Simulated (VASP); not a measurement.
Input of a VASP 6.6.1 run:

The input INCAR:

```
ALGO     = Fast           # electronic algorithm
EDIFF    = 1E-7           # SCF threshold, eV
ENCUT    = 520            # plane-wave cutoff, eV
GGA      = PE             # functional
ISIF     = 2              # what is computed and relaxed
ISMEAR   = 1              # smearing method
LASPH    = True           # aspherical terms in the spheres
LCHARG   = False          # write CHGCAR
LREAL    = False          # projectors in reciprocal space
LWAVE    = False          # write WAVECAR
NBANDS   = 14             # bands
NELM     = 100            # most SCF steps
PREC     = Accurate       # precision mode
SIGMA    = 0.02           # smearing width, eV
```

KPOINTS

```
k-points
0
Gamma
  22 22 22
```

Contents of POSCAR:

```
Rh
1.0
    0.0000000000      1.9490887500      1.8064725000
    1.9490887500      0.0000000000      1.8064725000
    1.9490887500      1.9490887500      0.0000000000
Rh
1
Direct
    0.0000000000      0.0000000000      0.0000000000
```

Potentials or basis: VASP PAW PBE potentials, release 64 (Rh_pv).

Command:

```bash
$ cat potpaw_PBE.64/Rh_pv/POTCAR > POTCAR
$ mpirun -np 1 vasp_std > vasp.out
```

Question: What does it give for the pressure?

Answer: 7.1 GPa.

Stress tensor (GPa, compression positive):
```
 1.40  0.00  0.00
 0.00  1.40  0.00
 0.00  0.00 18.39
```

Caveat: the cell differs from its parent crystal (strain +0.025 along x and y, -0.050 along z).
